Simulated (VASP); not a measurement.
A run of VASP 6.6.1 is set up as follows.

File INCAR:

```
ALGO     = Normal         # electronic algorithm
EDIFF    = 1E-6           # SCF threshold, eV
ENCUT    = 500            # plane-wave cutoff, eV
GGA      = PS             # functional
GGA_COMPAT= F            
ISIF     = 2              # what is computed and relaxed
ISMEAR   = 0              # smearing method
LASPH    = T              # aspherical terms in the spheres
LCHARG   = F              # write CHGCAR
LREAL    = F              # projectors in reciprocal space
LWAVE    = F              # write WAVECAR
NBANDS   = 16             # bands
NELM     = 120            # most SCF steps
PREC     = Accurate       # precision mode
SIGMA    = 0.01           # smearing width, eV
```

KPOINTS

```
k-points
0
Gamma
  4 4 4
```

File POSCAR:

```
InP
1.0
    0.0000000000      2.8304381588      3.0569917998
    2.8304381588      0.0000000000      3.0569917998
    2.8304381588      2.8304381588      0.0000000000
In P
1 1
Direct
    0.0000000000      0.0000000000      0.0000000000
    0.2500000000      0.2500000000      0.2500000000
```

Potentials or basis: VASP PAW PBE potentials, release 64 (In_d, P).

Command:

```sh
$ cat potpaw_PBE.64/In_d/POTCAR potpaw_PBE.64/P/POTCAR > POTCAR
$ mpirun -np 1 vasp_std > vasp.out
```

Problem. Estimate the band gap on the k mesh.

Solution. 0.57 eV, direct.

Problem. Estimate the pressure.

Solution. 2.7 GPa.

Stress tensor (GPa, compression positive):
```
3.91 0.00 0.00
0.00 3.91 0.00
0.00 0.00 0.15
```

Caveat: the k points lie up to 0.47 Å⁻¹ apart; the PAW data sets were made with another functional, which shifts forces and pressure a little; spin-orbit coupling is left out, which moves the levels of the heavy elements. As with any semilocal functional, this PBEsol gap is likely too small.
